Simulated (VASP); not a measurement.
# FeCo (Pm-3m) in VASP: a series of runs, part 2 of 3

VASP 6.6.1. Earlier steps stand in the parts before.

## 3. Single point, PBEsol (12.95 Å³/atom)

This run uses another cell than the first one, of 12.95 Å³/atom.

Input file INCAR:

```
ALGO = Normal
EDIFF = 1E-6
ENCUT = 600
GGA = PS
GGA_COMPAT = False
ISIF = 2
ISMEAR = 0
LASPH = True
LCHARG = True
LELF = True
LREAL = False
LVHAR = True
LWAVE = False
NBANDS = 16
NELM = 120
PREC = Accurate
SIGMA = 0.15
```

Input file KPOINTS:

```
k-points
0
Gamma
  18 18 18
```

Input file POSCAR:

```
FeCo
1.0
    2.9588454226      0.0000000000      0.0000000000
    0.0000000000      2.9588454226      0.0000000000
    0.0000000000      0.0000000000      2.9588454226
Fe Co
1 1
Direct
    0.5000000000      0.5000000000      0.5000000000
    0.0000000000      0.0000000000      0.0000000000
```

Potentials or basis: VASP PAW PBE potentials, release 64 (Fe, Co).

On the command line:

```
cat potpaw_PBE.64/Fe/POTCAR potpaw_PBE.64/Co/POTCAR > POTCAR
mpirun -np 1 vasp_std > vasp.out
```

OUTCAR:

```text
EDIFF = 1E-6
   ENCUT = 600
   GGA = PS
   ISIF = 2
   ISMEAR = 0
   LASPH = True
   LREAL = False
   NELM = 120
   PREC = Accurate

 ion  position               nearest neighbor table
   1  0.500  0.500  0.500-   2 2.56   2 2.56   2 2.56   2 2.56   2 2.56   2 2.56   2 2.56   2 2.56

   2  0.000  0.000  0.000-   1 2.56   1 2.56   1 2.56   1 2.56   1 2.56   1 2.56   1 2.56   1 2.56

  LATTYP: Found a simple cubic cell.
 ALAT       =     2.9588454226

  Lattice vectors:

 A1 = (   2.9588454226,   0.0000000000,   0.0000000000)
 A2 = (   0.0000000000,   2.9588454226,   0.0000000000)
 A3 = (   0.0000000000,   0.0000000000,   2.9588454226)

Analysis of symmetry for initial positions (statically):
=====================================================================
 Subroutine PRICEL returns:
 Original cell was already a primitive cell.

 Routine SETGRP: Setting up the symmetry group for a
 simple cubic supercell.

 Subroutine GETGRP returns: Found 48 space group operations
 (whereof 48 operations were pure point group operations)
 out of a pool of 48 trial point group operations.

The static configuration has the point symmetry O_h .

Analysis of symmetry for dynamics (positions and initial velocities):
=====================================================================
 Subroutine PRICEL returns:
 Original cell was already a primitive cell.

 Routine SETGRP: Setting up the symmetry group for a
 simple cubic supercell.

 Subroutine GETGRP returns: Found 48 space group operations
 (whereof 48 operations were pure point group operations)
 out of a pool of 48 trial point group operations.

The dynamic configuration has the point symmetry O_h .

 Subroutine INISYM returns: Found 48 space group operations
 (whereof 48 operations are pure point group operations),
 and found     1 'primitive' translations

----------------------------------------------------------------------------------------

                                     Primitive cell

  volume of cell :      25.9040

  direct lattice vectors                    reciprocal lattice vectors
     2.958845423  0.000000000  0.000000000     0.337969666  0.000000000  0.000000000
     0.000000000  2.958845423  0.000000000     0.000000000  0.337969666  0.000000000
     0.000000000  0.000000000  2.958845423     0.000000000  0.000000000  0.337969666

  length of vectors
     2.958845423  2.958845423  2.958845423     0.337969666  0.337969666  0.337969666

  position of ions in fractional coordinates (direct lattice)
     0.500000000  0.500000000  0.500000000
     0.000000000  0.000000000  0.000000000

  ion indices of the primitive-cell ions
   primitive index   ion index
                 1           1
                 2           2

----------------------------------------------------------------------------------------

 KPOINTS: k-points

Automatic generation of k-mesh.
 Grid dimensions read from file:
 generate k-points for:   18   18   18

 Generating k-lattice:

  Cartesian coordinates                     Fractional coordinates (reciprocal lattice)
     0.018776093  0.000000000  0.000000000     0.055555556  0.000000000  0.000000000
     0.000000000  0.018776093  0.000000000     0.000000000  0.055555556  0.000000000
     0.000000000  0.000000000  0.018776093     0.000000000  0.000000000  0.055555556

  Length of vectors
     0.018776093  0.018776093  0.018776093

  Shift w.r.t. Gamma in fractional coordinates (k-lattice)
     0.000000000  0.000000000  0.000000000

 Subroutine IBZKPT returns following result:
 ===========================================

 Found    220 irreducible k-points:

 Following reciprocal coordinates:
            Coordinates               Weight
  0.000000  0.000000  0.000000      1.000000
  0.055556  0.000000  0.000000      6.000000
  0.111111  0.000000  0.000000      6.000000
  0.166667  0.000000  0.000000      6.000000
  0.222222  0.000000  0.000000      6.000000
  0.277778  0.000000  0.000000      6.000000
[... 16 lines left out ...]
  0.277778  0.111111  0.000000     24.000000
  0.333333  0.111111  0.000000     24.000000
 [... further k-points ...]
   k-points           NKPTS =    220   k-points in BZ     NKDIM =    220   number of bands    NBANDS=     16
   number of dos      NEDOS =    301   number of ions     NIONS =      2
   total plane-waves  NPLWV =  13824
   dimension x,y,z NGX =    24 NGY =   24 NGZ =   24
   dimension x,y,z NGXF=    48 NGYF=   48 NGZF=   48
   ions per type =               1   1
   NGX,Y,Z   is equivalent  to a cutoff of  13.48, 13.48, 13.48 a.u.
   NGXF,Y,Z  is equivalent  to a cutoff of  26.97, 26.97, 26.97 a.u.
 SYSTEM =  unknown system
   PREC   = accura    normal or accurate (medium, high low for compatibility)
   ISTART =      0    job   : 0-new  1-cont  2-samecut
   ICHARG =      2    charge: 1-file 2-atom 10-const
   ISPIN  =      1    spin polarized calculation?
   LNONCOLLINEAR =      F non collinear calculations
   LSORBIT =      F    spin-orbit coupling
   LASPH  =      T    aspherical Exc in radial PAW
   ENCUT  =  600.0 eV  44.10 Ry    6.64 a.u.   5.91  5.91  5.91*2*pi/ulx,y,z
   NELM   =    120;   NELMIN=  2; NELMDL= -5     # of ELM steps
   EDIFF  = 0.1E-05   stopping-criterion for ELM
   LREAL  =      F    real-space projection
   EDIFFG = 0.1E-04   stopping-criterion for IOM
   NSW    =      0    number of steps for IOM
   IBRION =     -1    ionic relax: 0-MD 1-quasi-New 2-CG
   NFREE  =      0    steps in history (QN), initial steepest desc. (CG)
   ISIF   =      2    stress and relaxation
   ISYM   =      2    0-nonsym 1-usesym 2-fastsym
   POTIM  = 0.5000    time-step for ionic-motion
   TEBEG  =    0.0;   TEEND  =   0.0 temperature during run
   PSTRESS=    0.0 pullay stress
   NELECT =      17.0000    total number of electrons
   NUPDOWN=      -1.0000    fix difference up-down
   EMIN   =  10.00;   EMAX   =-10.00  energy-range for DOS
   EFERMI =   0.00;   METHOD = LEGACY
   ISMEAR =     0;   SIGMA  =   0.15  broadening in eV -4-tet -1-fermi 0-gaus
   EFERMI_NEDOS =   21; number of points for ismear=-14 and -15
   IALGO  =     38    algorithm
   IMIX   =      4    mixing-type and parameters
     AMIX     =   0.40;   BMIX     =  1.00
     AMIX_MAG =   1.60;   BMIX_MAG =  1.00
  volume/ion in A,a.u.               =      12.95        87.40
  Fermi-wavevector in a.u.,A,eV,Ry     =   1.422664  2.688444 27.537804  2.023971
  Thomas-Fermi vector in A             =   2.543343
   LORBIT       =      0    0 simple, 1 ext, 2 COOP (PROOUT), +10 PAW based schemes
   GGA     = PS    functional components
   LHFCALC =     F    Hartree Fock is set to
   AEXX    =    0.0000 exact exchange contribution
   IVDW    =     0    specifies the selected vdW correction
   LEPSILON=     F    determine dielectric tensor
   LRPA    =     F    only Hartree local field effects (RPA)
 non-spin polarized calculation
 Gauss-broadening in eV      SIGMA  =   0.15
  energy-cutoff  :      600.00
  volume of cell :       25.90
 maximum number of plane-waves:       912
 NGX is ok and might be reduce to    24
   NGX = 11   NGY = 11   NGZ = 11

 number of electron      17.0000005 magnetization

 Free energy of the ion-electron system (eV)
  ---------------------------------------------------
  ext. energy  EPLUGINS =         0.00000000
  ---------------------------------------------------
  free energy    TOTEN  =       -14.95738075 eV

  energy without entropy =      -14.85108443  energy(sigma->0) =      -14.90423259

 E-fermi :   5.9676     XC(G=0): -12.5848

 val. band max:        5.9671973454   @ k =   0.4444   0.3333   0.2778
 cond. band min:       5.9690602219   @ k =   0.4444   0.4444   0.1111
 fundamental gap:      0.0018628765
 Fermi energy:         5.9675792182

 k-point     1 :       0.0000    0.0000    0.0000
  band No.  band energies     occupation
      1      -1.7152      2.00000
      2       2.6970      2.00000
      3       2.6970      2.00000
      4       4.6179      2.00000
      5       4.6179      2.00000
      6       4.6179      2.00000
[... 8 lines left out ...]
     15      20.5225      0.00000
     16      20.5225      0.00000
[... 419 lines left out ...]
 k-point    24 :       0.3333    0.1111    0.0000
  band No.  band energies     occupation
      1       0.4080      2.00000
      2       3.0434      2.00000
      3       3.5099      2.00000
      4       4.4414      2.00000
      5       4.5405      2.00000
      6       5.1219      2.00000
[... 8 lines left out ...]
     15      21.8360      0.00000
     16      22.0323      0.00000

 [... further k-points ...]
[... 5 lines left out ...]
  --------------------------------------------------------------------------------------
  -------------------------------------------------------------------------------------
  Total       -6.3539586     -6.3539586     -6.3539586      0.0000000     -0.0000000     -0.0000000
  in kB     -392.9959985   -392.9959985   -392.9959985      0.0000000     -0.0000000     -0.0000000
  external PRESSURE =    -392.9959985 kB  Pullay stress =       0.0000000 kB

 VOLUME and BASIS-vectors are now :
 -----------------------------------------------------------------------------
  energy-cutoff  :      600.00
  volume of cell :       25.90
      direct lattice vectors                 reciprocal lattice vectors
     2.958845423  0.000000000  0.000000000     0.337969666  0.000000000  0.000000000
     0.000000000  2.958845423  0.000000000     0.000000000  0.337969666  0.000000000
     0.000000000  0.000000000  2.958845423     0.000000000  0.000000000  0.337969666

 POSITION                                       TOTAL-FORCE (eV/Angst)
 -----------------------------------------------------------------------------------
      1.47942      1.47942      1.47942         0.000000      0.000000      0.000000
      0.00000      0.00000      0.00000         0.000000      0.000000      0.000000
 -----------------------------------------------------------------------------------
    total drift:                                0.000000      0.000000     -0.000000

  FREE ENERGIE OF THE ION-ELECTRON SYSTEM (eV)
  ---------------------------------------------------
  free  energy   TOTEN  =       -14.9573807482 eV

  energy  without entropy=      -14.8510844302  energy(sigma->0) =      -14.90423259
```

OSZICAR:

```text
N       E                     dE             d eps       ncg     rms          rms(c)
DAV:   1     0.807299610833E+02    0.80730E+02   -0.77044E+03  7112   0.139E+03
DAV:   2    -0.157820292620E+02   -0.96512E+02   -0.87621E+02  7088   0.239E+02
DAV:   3    -0.181463989381E+02   -0.23644E+01   -0.22384E+01  8312   0.521E+01
DAV:   4    -0.181819874449E+02   -0.35589E-01   -0.35545E-01 10192   0.492E+00
DAV:   5    -0.181822745164E+02   -0.28707E-03   -0.28703E-03  8424   0.433E-01    0.146E+01
DAV:   6    -0.197401104631E+02   -0.15578E+01   -0.22140E+01  7344   0.987E+01    0.317E+01
DAV:   7    -0.198749611361E+02   -0.13485E+00   -0.11517E+01  8936   0.110E+02    0.248E+01
DAV:   8    -0.150499147499E+02    0.48250E+01   -0.32467E+00  9040   0.529E+01    0.493E+00
DAV:   9    -0.149708079437E+02    0.79107E-01   -0.37584E-01  9912   0.102E+01    0.179E+00
DAV:  10    -0.149627909812E+02    0.80170E-02   -0.36370E-02  9736   0.368E+00    0.125E+00
DAV:  11    -0.149579954338E+02    0.47955E-02   -0.56972E-03 10392   0.175E+00    0.495E-01
DAV:  12    -0.149574181680E+02    0.57727E-03   -0.97058E-04 11200   0.680E-01    0.102E-01
DAV:  13    -0.149573883798E+02    0.29788E-04   -0.43720E-05  9712   0.817E-02    0.566E-02
DAV:  14    -0.149573885946E+02   -0.21474E-06   -0.23858E-05 10400   0.137E-01    0.496E-02
DAV:  15    -0.149573814553E+02    0.71392E-05   -0.42739E-06  4296   0.543E-02    0.153E-02
DAV:  16    -0.149573807482E+02    0.70718E-06   -0.61674E-07  4384   0.157E-02
   1 F= -.14957381E+02 E0= -.14904233E+02  d E =-.106296E+00
```

stdout:

```text
POSCAR found type information on POSCAR FeCo
 POSCAR found :  2 types and       2 ions
 scaLAPACK will be used
 -----------------------------------------------------------------------------
|                                                                             |
|                                                                             |
|     You enforced a specific xc type in the INCAR file but a different       |
|     I HOPE YOU KNOW WHAT YOU ARE DOING!                                     |
|                                                                             |
 -----------------------------------------------------------------------------

 LDA part: xc-table for (Slater+PW92), standard interpolation
 POSCAR, INCAR and KPOINTS ok, starting setup
 FFT: planning ... GRIDC
 FFT: planning ... GRID_SOFT
 FFT: planning ... GRID
 WAVECAR not read
 entering main loop
```

Wall time 61 s (1 thread of Intel Xeon 8259CL, shared host); peak memory 0.24 GiB.

Results:

```
Free energy            : -14.9574 eV
Pressure               : -39.3 GPa
Band gap on the k mesh : zero (an odd number of electrons rules out a gap without spin polarisation)
```

Caveat: the cell stands under tension; the PAW data sets were made with another functional, which shifts forces and pressure a little; the run has no spin polarisation, though such a crystal can be magnetic.

## 4. Single point, PBEsol, collinear spin, ferromagnetic start (9.00 Å³/atom)

This run uses another cell than the first one, of 9.00 Å³/atom.

Input file INCAR:

```
PREC = Accurate
ENCUT = 600
EDIFF = 1E-6
ISMEAR = 0
SIGMA = 0.15
LREAL = F
LASPH = T
NELM = 200
ALGO = Normal
ISIF = 2
LWAVE = F
LCHARG = F
ISPIN = 2
MAGMOM = 2.25 1.65
LORBIT = 11
NUPDOWN = 3.9
LMAXMIX = 4
GGA = PS
NBANDS = 20
GGA_COMPAT = F
```

Input file KPOINTS:

```
Automatic mesh
0
Gamma
  18 18 18
```

Input file POSCAR:

```
FeCo
1.0
    2.6208384551      0.0000000000      0.0000000000
    0.0000000000      2.6208384551      0.0000000000
    0.0000000000      0.0000000000      2.6208384551
Fe Co
1 1
Direct
    0.5000000000      0.5000000000      0.5000000000
    0.0000000000      0.0000000000      0.0000000000
```

Potentials or basis: VASP PAW PBE potentials, release 64 (Fe, Co).

On the command line:

```
cat potpaw_PBE.64/Fe/POTCAR potpaw_PBE.64/Co/POTCAR > POTCAR
mpirun -np 1 vasp_std > vasp.out
```

OUTCAR:

```text
PREC = Accurate
   ENCUT = 600
   EDIFF = 1E-6
   ISMEAR = 0
   LREAL = F
   LASPH = T
   NELM = 200
   ISIF = 2
   ISPIN = 2
   LORBIT = 11
   NUPDOWN = 3.9
   GGA = PS

 ion  position               nearest neighbor table
   1  0.500  0.500  0.500-   2 2.27   2 2.27   2 2.27   2 2.27   2 2.27   2 2.27   2 2.27   2 2.27

   2  0.000  0.000  0.000-   1 2.27   1 2.27   1 2.27   1 2.27   1 2.27   1 2.27   1 2.27   1 2.27

  LATTYP: Found a simple cubic cell.
 ALAT       =     2.6208384551

  Lattice vectors:

 A1 = (   2.6208384551,   0.0000000000,   0.0000000000)
 A2 = (   0.0000000000,   2.6208384551,   0.0000000000)
 A3 = (   0.0000000000,   0.0000000000,   2.6208384551)

Analysis of symmetry for initial positions (statically):
=====================================================================
 Subroutine PRICEL returns:
 Original cell was already a primitive cell.

 Routine SETGRP: Setting up the symmetry group for a
 simple cubic supercell.

 Subroutine GETGRP returns: Found 48 space group operations
[... 742 lines left out ...]

 spin component 2

 k-point     1 :       0.0000    0.0000    0.0000
  band No.  band energies     occupation
      1       0.8982      1.00000
      2       5.8792      1.00000
      3       5.8792      1.00000
      4       9.3369      1.00000
      5       9.3369      1.00000
      6       9.3369      1.00000
[... 541 lines left out ...]
     19      35.8210      0.00000
     20      40.0068      0.00000

 [... further k-points ...]
[... 5 lines left out ...]
  --------------------------------------------------------------------------------------
  -------------------------------------------------------------------------------------
  Total        7.3712741      7.3712741      7.3712741     -0.0000000      0.0000000     -0.0000000
  in kB      656.0431186    656.0431186    656.0431186     -0.0000000      0.0000000     -0.0000000
  external PRESSURE =     656.0431186 kB  Pullay stress =       0.0000000 kB

 VOLUME and BASIS-vectors are now :
 -----------------------------------------------------------------------------
  energy-cutoff  :      600.00
  volume of cell :       18.00
      direct lattice vectors                 reciprocal lattice vectors
     2.620838455  0.000000000  0.000000000     0.381557283  0.000000000  0.000000000
     0.000000000  2.620838455  0.000000000     0.000000000  0.381557283  0.000000000
     0.000000000  0.000000000  2.620838455     0.000000000  0.000000000  0.381557283

 POSITION                                       TOTAL-FORCE (eV/Angst)
 -----------------------------------------------------------------------------------
      1.31042      1.31042      1.31042         0.000000      0.000000      0.000000
      0.00000      0.00000      0.00000         0.000000      0.000000      0.000000
 -----------------------------------------------------------------------------------
    total drift:                                0.000000      0.000000     -0.000000

  FREE ENERGIE OF THE ION-ELECTRON SYSTEM (eV)
  ---------------------------------------------------
  free  energy   TOTEN  =       -16.0269325508 eV

  energy  without entropy=      -15.9995888565  energy(sigma->0) =      -16.01326070

 total charge

# of ion       s       p       d       tot
------------------------------------------
    1        0.587   0.766   6.445   7.798
    2        0.600   0.751   7.432   8.783
--------------------------------------------------
tot          1.187   1.517  13.877  16.581

 magnetization (x)

# of ion       s       p       d       tot
------------------------------------------
    1       -0.008  -0.038   2.326   2.280
    2       -0.006  -0.042   1.603   1.554
--------------------------------------------------
tot         -0.015  -0.081   3.929   3.834
```

OSZICAR:

```text
N       E                     dE             d eps       ncg     rms          rms(c)
DAV:   1     0.901924419342E+02    0.90192E+02   -0.77683E+03 19172   0.125E+03
DAV:   2    -0.128769550653E+02   -0.10307E+03   -0.93884E+02 17940   0.232E+02
DAV:   3    -0.179554903257E+02   -0.50785E+01   -0.49140E+01 19684   0.610E+01
DAV:   4    -0.180250162049E+02   -0.69526E-01   -0.69447E-01 20564   0.629E+00
DAV:   5    -0.180273035959E+02   -0.22874E-02   -0.22871E-02 21300   0.107E+00    0.224E+01
DAV:   6    -0.163125130620E+02    0.17148E+01   -0.54638E+00 20128   0.498E+01    0.838E+00
DAV:   7    -0.175674528263E+02   -0.12549E+01   -0.76649E+00 22632   0.594E+01    0.181E+01
DAV:   8    -0.160531676625E+02    0.15143E+01   -0.47513E+00 22560   0.414E+01    0.411E+00
DAV:   9    -0.160364202062E+02    0.16747E-01   -0.51408E-02 24452   0.230E+00    0.199E+00
DAV:  10    -0.160273089389E+02    0.91113E-02   -0.19662E-03 28004   0.529E-01    0.417E-01
DAV:  11    -0.160268780184E+02    0.43092E-03   -0.88376E-04 25372   0.552E-01    0.728E-02
DAV:  12    -0.160269265630E+02   -0.48545E-04   -0.77783E-05 24768   0.130E-01    0.365E-02
DAV:  13    -0.160269320702E+02   -0.55072E-05   -0.29087E-06 19236   0.197E-02    0.143E-02
DAV:  14    -0.160269325508E+02   -0.48059E-06   -0.80027E-07 11048   0.117E-02
   1 F= -.16026933E+02 E0= -.16013261E+02  d E =-.273437E-01  mag=     3.9000
```

It took 1.9 min on 1 thread of Intel Xeon 8259CL, shared host; peak memory 0.28 GiB.

What came out:

| Quantity | Value |
| --- | --- |
| Free energy | -16.0269 eV |
| Pressure | 65.6 GPa |
| Net moment | 3.90 μB per cell |
| Site moments | Fe +2.28; Co +1.55 μB |
| Valence electrons inside the program's atomic spheres | Fe 7.80; Co 8.78 |

Caveat: the cell stands under pressure; the PAW data sets were made with another functional, which shifts forces and pressure a little; the total moment is fixed, so each spin has its own Fermi level and the state may be an excited one.

[end of part 2 of 3]
